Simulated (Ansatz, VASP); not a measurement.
## Two plane-wave programs on GaN

```xyz
2
Lattice="0.0000 2.2401 2.2060 2.2401 0.0000 2.2060 2.2401 2.2401 0.0000" Properties=species:S:1:pos:R:3 pbc="T T T"
Ga    0.0000    0.0000    0.0000
N     3.3602    3.3602    3.3090
```

Change from the starting cell: strain -0.015 along x and y, -0.030 along z, atoms carried along.

Alike in both runs: task single point; functional PBE; k mesh 10 × 10 × 10; occupations gaussian, width 0.05 eV; no spin polarisation.

```csv
,VASP,Ansatz
version,VASP 6.6.1,Ansatz 0.2.0
potentials or method,"VASP PAW PBE potentials, release 64 (Ga_d, N), cutoff 520 eV","scalar-relativistic, plane waves, PAW"
valence electrons in the cell,18,18
```

```tsv
	VASP	Ansatz	Ansatz less VASP
gap on the k mesh at the Fermi level (eV)	1.89	1.88	-0.011
least direct gap on the mesh (eV)	1.89	1.88	-0.011
pressure (GPa)	11.9	11.9	-0.02
traceless stress, the component that is largest in VASP (GPa)	1.15	1.15	-0.007
```
